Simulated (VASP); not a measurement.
# GaSb (Pm-3m) in VASP: further runs

GaSb is run at these levels: PBEsol; tasks: single point.

All numbers are computed with VASP 6.6.1; they aren't measurements. Logs are shortened: lines on timing, memory, paths and dates and some standing lists are left out, and cuts for length are marked.

## Step 1: The cell of the first run

It takes space group Pm-3m (No. 221, cubic). The conventional cell has a = 3.820 Å, b = 3.820 Å, c = 3.820 Å, α = 90.00°, β = 90.00°, γ = 90.00°. Ga (site symmetry m-3m) has 8 Sb at 3.31 Å and 6 Ga at 3.82 Å within 4.4 Å. Sb (site symmetry m-3m) has 8 Ga at 3.31 Å and 6 Sb at 3.82 Å within 4.4 Å.

## Step 2: Single point, PBEsol (In replaced by Ga, lengths x 0.957, strained)

INCAR

```
PREC = Accurate
ENCUT = 520
EDIFF = 1E-6
ISMEAR = 0
SIGMA = 0.1
LREAL = False
LASPH = True
NELM = 100
ALGO = Normal
ISIF = 2
LWAVE = False
LCHARG = True
GGA = PS
LELF = True
LVHAR = True
NBANDS = 16
```

KPOINTS

```
Automatic mesh
0
Gamma
  6 6 6
```

POSCAR

```
GaSb
1.0
    3.8200463815      0.0000000000      0.0000000000
    0.0000000000      3.8200463815      0.0000000000
    0.0000000000      0.0000000000      3.8200463815
Ga Sb
1 1
Direct
    0.0000000000      0.0000000000      0.0000000000
    0.5000000000      0.5000000000      0.5000000000
```

Potentials or basis: VASP PAW PBE potentials, release 64 (Ga_d, Sb).

Started as:

```console
> cat potpaw_PBE.64/Ga_d/POTCAR potpaw_PBE.64/Sb/POTCAR > POTCAR
> mpirun -np 1 vasp_std > vasp.out
```

OUTCAR:

```text
PREC = Accurate
   ENCUT = 520
   EDIFF = 1E-6
   ISMEAR = 0
   LREAL = False
   LASPH = True
   NELM = 100
   ISIF = 2
   GGA = PS

 ion  position               nearest neighbor table
   1  0.000  0.000  0.000-   2 3.31   2 3.31   2 3.31   2 3.31   2 3.31   2 3.31   2 3.31   2 3.31

   2  0.500  0.500  0.500-   1 3.31   1 3.31   1 3.31   1 3.31   1 3.31   1 3.31   1 3.31   1 3.31

  LATTYP: Found a simple cubic cell.
 ALAT       =     3.8200463815

  Lattice vectors:

 A1 = (   3.8200463815,   0.0000000000,   0.0000000000)
 A2 = (   0.0000000000,   3.8200463815,   0.0000000000)
 A3 = (   0.0000000000,   0.0000000000,   3.8200463815)

Analysis of symmetry for initial positions (statically):
=====================================================================
 Subroutine PRICEL returns:
 Original cell was already a primitive cell.

 Routine SETGRP: Setting up the symmetry group for a
 simple cubic supercell.

 Subroutine GETGRP returns: Found 48 space group operations
 (whereof 48 operations were pure point group operations)
 out of a pool of 48 trial point group operations.

The static configuration has the point symmetry O_h .

Analysis of symmetry for dynamics (positions and initial velocities):
=====================================================================
 Subroutine PRICEL returns:
 Original cell was already a primitive cell.

 Routine SETGRP: Setting up the symmetry group for a
 simple cubic supercell.

 Subroutine GETGRP returns: Found 48 space group operations
 (whereof 48 operations were pure point group operations)
 out of a pool of 48 trial point group operations.

The dynamic configuration has the point symmetry O_h .

 Subroutine INISYM returns: Found 48 space group operations
 (whereof 48 operations are pure point group operations),
 and found     1 'primitive' translations

----------------------------------------------------------------------------------------

                                     Primitive cell

  volume of cell :      55.7450

  direct lattice vectors                    reciprocal lattice vectors
     3.820046382  0.000000000  0.000000000     0.261776926  0.000000000  0.000000000
     0.000000000  3.820046382  0.000000000     0.000000000  0.261776926  0.000000000
     0.000000000  0.000000000  3.820046382     0.000000000  0.000000000  0.261776926

  length of vectors
     3.820046382  3.820046382  3.820046382     0.261776926  0.261776926  0.261776926

  position of ions in fractional coordinates (direct lattice)
[... 74 lines left out ...]
   EDIFF  = 0.1E-05   stopping-criterion for ELM
   LREAL  =      F    real-space projection
   EDIFFG = 0.1E-04   stopping-criterion for IOM
   NSW    =      0    number of steps for IOM
   IBRION =     -1    ionic relax: 0-MD 1-quasi-New 2-CG
   NFREE  =      0    steps in history (QN), initial steepest desc. (CG)
   ISIF   =      2    stress and relaxation
   ISYM   =      2    0-nonsym 1-usesym 2-fastsym
   POTIM  = 0.5000    time-step for ionic-motion
   TEBEG  =    0.0;   TEEND  =   0.0 temperature during run
   PSTRESS=    0.0 pullay stress
   NELECT =      18.0000    total number of electrons
   NUPDOWN=      -1.0000    fix difference up-down
   EMIN   =  10.00;   EMAX   =-10.00  energy-range for DOS
   EFERMI =   0.00;   METHOD = LEGACY
   ISMEAR =     0;   SIGMA  =   0.10  broadening in eV -4-tet -1-fermi 0-gaus
   EFERMI_NEDOS =   21; number of points for ismear=-14 and -15
   IALGO  =     38    algorithm
   IMIX   =      4    mixing-type and parameters
     AMIX     =   0.40;   BMIX     =  1.00
     AMIX_MAG =   1.60;   BMIX_MAG =  1.00
  volume/ion in A,a.u.               =      27.87       188.09
  Fermi-wavevector in a.u.,A,eV,Ry     =   1.123131  2.122410 17.162701  1.261423
  Thomas-Fermi vector in A             =   2.259795
   LORBIT       =      0    0 simple, 1 ext, 2 COOP (PROOUT), +10 PAW based schemes
   GGA     = PS    functional components
   LHFCALC =     F    Hartree Fock is set to
   AEXX    =    0.0000 exact exchange contribution
   IVDW    =     0    specifies the selected vdW correction
   LEPSILON=     F    determine dielectric tensor
   LRPA    =     F    only Hartree local field effects (RPA)
 non-spin polarized calculation
 Gauss-broadening in eV      SIGMA  =   0.10
  energy-cutoff  :      520.00
  volume of cell :       55.74
 maximum number of plane-waves:      1518
   NGX = 15   NGY = 15   NGZ = 15

 number of electron      18.0000024 magnetization

 Free energy of the ion-electron system (eV)
  ---------------------------------------------------
  ext. energy  EPLUGINS =         0.00000000
  ---------------------------------------------------
  free energy    TOTEN  =        -7.36773304 eV

  energy without entropy =       -7.36111957  energy(sigma->0) =       -7.36442630

 E-fermi :   4.9631     XC(G=0):  -9.7876

 val. band max:        4.9296682576   @ k =   0.5000   0.1667   0.0000
 cond. band min:       5.0831080801   @ k =   0.5000   0.1667   0.1667
 fundamental gap:      0.1534398225
 Fermi energy:         4.9631066810

 k-point     1 :       0.0000    0.0000    0.0000
  band No.  band energies     occupation
      1      -9.5895      2.00000
      2      -9.5895      2.00000
      3      -9.5627      2.00000
      4      -9.5627      2.00000
      5      -9.5627      2.00000
      6      -5.9203      2.00000
[... 357 lines left out ...]
      3      -9.5901      2.00000
      4      -9.5419      2.00000
      5      -9.5419      2.00000
      6      -2.4855      2.00000
[... 8 lines left out ...]
     15      20.5851      0.00000
     16      20.5851      0.00000

------------------------ aborting loop because EDIFF is reached ----------------------------------------

  FORCE on cell =-STRESS in cart. coord.  units (eV):
  Direction    XX          YY          ZZ          XY          YZ          ZX
  --------------------------------------------------------------------------------------
  -------------------------------------------------------------------------------------
  Total       -2.7245530     -2.7245530     -2.7245530      0.0000000      0.0000000     -0.0000000
  in kB      -78.3068814    -78.3068814    -78.3068814      0.0000000      0.0000000     -0.0000000
  external PRESSURE =     -78.3068814 kB  Pullay stress =       0.0000000 kB

 VOLUME and BASIS-vectors are now :
 -----------------------------------------------------------------------------
  energy-cutoff  :      520.00
  volume of cell :       55.74
      direct lattice vectors                 reciprocal lattice vectors
     3.820046382  0.000000000  0.000000000     0.261776926  0.000000000  0.000000000
     0.000000000  3.820046382  0.000000000     0.000000000  0.261776926  0.000000000
     0.000000000  0.000000000  3.820046382     0.000000000  0.000000000  0.261776926

 POSITION                                       TOTAL-FORCE (eV/Angst)
 -----------------------------------------------------------------------------------
      0.00000      0.00000      0.00000         0.000000      0.000000      0.000000
      1.91002      1.91002      1.91002         0.000000      0.000000      0.000000
 -----------------------------------------------------------------------------------
    total drift:                               -0.000000      0.000000     -0.000000

  FREE ENERGIE OF THE ION-ELECTRON SYSTEM (eV)
  ---------------------------------------------------
  free  energy   TOTEN  =        -7.3677330376 eV

  energy  without entropy=       -7.3611195669  energy(sigma->0) =       -7.36442630
```

OSZICAR:

```text
N       E                     dE             d eps       ncg     rms          rms(c)
DAV:   1     0.772179201335E+02    0.77218E+02   -0.86283E+03   664   0.137E+03
DAV:   2    -0.179050525421E+01   -0.79008E+02   -0.76478E+02   768   0.294E+02
DAV:   3    -0.729869593832E+01   -0.55082E+01   -0.54963E+01   736   0.607E+01
DAV:   4    -0.739317024050E+01   -0.94474E-01   -0.94452E-01   840   0.877E+00
DAV:   5    -0.739548245716E+01   -0.23122E-02   -0.23122E-02   840   0.124E+00    0.144E+00
DAV:   6    -0.737420952780E+01    0.21273E-01   -0.32876E-02   864   0.243E+00    0.763E-01
DAV:   7    -0.736800158010E+01    0.62079E-02   -0.13391E-02   808   0.104E+00    0.103E-01
DAV:   8    -0.736774450021E+01    0.25708E-03   -0.91597E-04   888   0.369E-01    0.471E-02
DAV:   9    -0.736773182980E+01    0.12670E-04   -0.43015E-05   832   0.673E-02    0.224E-02
DAV:  10    -0.736773291503E+01   -0.10852E-05   -0.49864E-06   968   0.202E-02    0.672E-03
DAV:  11    -0.736773303757E+01   -0.12254E-06   -0.24704E-07   520   0.429E-03
   1 F= -.73677330E+01 E0= -.73644263E+01  d E =-.661347E-02
```

Run time: 22 s. Hardware: 1 thread of Intel Xeon 8259CL, shared host; peak memory 0.16 GiB.

Results:

* Free energy: -7.3677 eV
* Pressure: -7.8 GPa
* Band gap on the k mesh: zero (bands 9 and 10 overlap by 3.26 eV)

Levels at points of the mesh, in eV from the Fermi level:
```tsv
k point	band 5	band 6	band 7	band 8	band 9	band 10	band 11	band 12	band 13	band 14
(0.00, 0.00, 0.00)	-14.53	-10.88	-2.92	-0.31	-0.31	-0.31	4.28	4.28	7.25	7.25
(0.50, 0.00, 0.00)	-14.52	-9.40	-6.82	1.38	1.38	1.53	2.15	3.55	3.55	6.22
(0.50, 0.50, 0.00)	-14.51	-8.27	-4.66	-3.82	-3.82	2.19	4.77	5.50	5.50	7.25
(0.50, 0.50, 0.50)	-14.51	-7.45	-3.42	-1.88	-1.88	-1.88	-0.09	-0.09	-0.09	15.62
```

Caveat: the cell differs from its parent crystal (In replaced by Ga, lengths x 0.957, strained); the cell stands under tension; the PAW data sets were made with another functional, which shifts forces and pressure a little; spin-orbit coupling is left out, which moves the levels of the heavy elements.

## Step 3: Single point, PBEsol (In replaced by Ga, lengths x 0.957, strained)

INCAR

```
ALGO = Normal
EDIFF = 1E-7
ENCUT = 520
GGA = PS
ISIF = 2
ISMEAR = 0
LASPH = True
LCHARG = True
LELF = True
LREAL = False
LVHAR = True
LWAVE = False
NBANDS = 16
NELM = 60
PREC = Accurate
SIGMA = 0.1
```

KPOINTS

```
k-points
0
Gamma
  12 12 12
```

POSCAR is that of step 2.

Potentials or basis: VASP PAW PBE potentials, release 64 (Ga_d, Sb).

Started as:

```console
> cat potpaw_PBE.64/Ga_d/POTCAR potpaw_PBE.64/Sb/POTCAR > POTCAR
> mpirun -np 1 vasp_std > vasp.out
```

Run time: 71 s. Hardware: 1 thread of Intel Xeon 8259CL, shared host; peak memory 0.21 GiB.

The run converged. Its results:

```yaml
Free_energy: -7.3479 eV
Pressure: -8.0 GPa
Band_gap_on_the_k_mesh: zero (bands 9 and 10 overlap by 3.41 eV)
```

Levels at points of the mesh, in eV from the Fermi level:
| k point | band 6 | band 7 | band 8 | band 9 | band 10 | band 11 | band 12 | band 13 |
| --- | --- | --- | --- | --- | --- | --- | --- | --- |
| (0.00, 0.00, 0.00) | -10.97 | -3.03 | -0.41 | -0.41 | -0.41 | 4.18 | 4.18 | 7.14 |
| (0.50, 0.00, 0.00) | -9.47 | -6.94 | 1.31 | 1.31 | 1.43 | 2.04 | 3.43 | 3.43 |
| (0.50, 0.50, 0.00) | -8.34 | -4.80 | -3.92 | -3.92 | 2.12 | 4.64 | 5.39 | 5.39 |
| (0.50, 0.50, 0.50) | -7.51 | -3.56 | -1.96 | -1.96 | -1.96 | -0.21 | -0.21 | -0.21 |

Caveat: the cell differs from its parent crystal (In replaced by Ga, lengths x 0.957, strained); the cell stands under tension; the PAW data sets were made with another functional, which shifts forces and pressure a little; spin-orbit coupling is left out, which moves the levels of the heavy elements.
